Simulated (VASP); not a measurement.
## GaS: single point with r2SCAN

**What was measured.**

From “Vapor-liquid-solid growth of highly-mismatched semiconductor nanowires with high-fidelity van der Waals layer stacking”, 2022, arxiv:2211.03366, for a bulk crystal of GaS at 77 K: band gap 2.59 eV (indirect).

The system is GaS.

```
Ga S
1.0
     3.59456    0.00000    0.00000
    -1.79728    3.11298    0.00000
     0.00000    0.00000   16.12042
Ga S
4 4
Direct
  0.33333 0.66667 0.17416
  0.66667 0.33333 0.67416
  0.33333 0.66667 0.32584
  0.66667 0.33333 0.82584
  0.33333 0.66667 0.60799
  0.66667 0.33333 0.10799
  0.33333 0.66667 0.89201
  0.66667 0.33333 0.39201
```

```
Program             : VASP 6.6.1
Task                : single point
Functional          : r2SCAN
Potentials or basis : VASP PAW PBE potentials, release 64 (Ga_d, S)
Cutoff              : 550 eV
k mesh              : 12 × 12 × 2
Occupations         : fermi-dirac, width 0.02 eV
Spin                : no spin polarisation
```

| Property | Result |
| --- | --- |
| Pressure | 0.0 GPa |
| Largest force | 0.012 eV/Å |
| Band gap on the k mesh | 2.13 eV (least direct gap 2.35 eV) |

Forces on the atoms (eV/Å):
```
Ga   0.000  0.000  0.011
Ga   0.000  0.000  0.011
Ga   0.000  0.000 -0.011
Ga   0.000  0.000 -0.011
S    0.000  0.000 -0.012
S    0.000  0.000 -0.012
S    0.000  0.000  0.012
S    0.000  0.000  0.012
```

Levels at points of the mesh, in eV from the valence-band top:
```csv
k point,band 36,band 37,band 38,band 39,band 40,band 41
"(0.00, 0.00, 0.00)",-1.38,-1.07,0.00,2.35,2.85,3.53
"(0.50, 0.00, 0.00)",-2.31,-1.94,-1.62,2.13,2.40,2.46
"(0.00, 0.00, 0.50)",-1.40,-0.53,-0.53,2.64,2.64,3.58
"(0.50, 0.00, 0.50)",-2.46,-1.78,-1.78,2.28,2.28,2.64
```

Wall time 15 min on 1 thread of Intel(R) Xeon(R) 6975P-C (Granite Rapids), on a shared host, peak memory 0.51 GiB.

Measured gap of GaS: 2.59 eV (indirect; 77 K; quoted in “Vapor-liquid-solid growth of highly-mismatched semiconductor nanowires with high-fidelity van der Waals layer stacking”, 2022, arxiv:2211.03366). This calculation gives 2.13 eV (-0.46 eV). 2 values of this kind are on record (2.53 to 2.59 eV); this one was drawn at random. Spin-orbit coupling on Ga is left out. The value is that of r2SCAN on a finite k mesh, which can miss the band edges, without temperature or zero-point motion.

Caveat: the PAW data sets were made with another functional, which shifts forces and pressure a little.
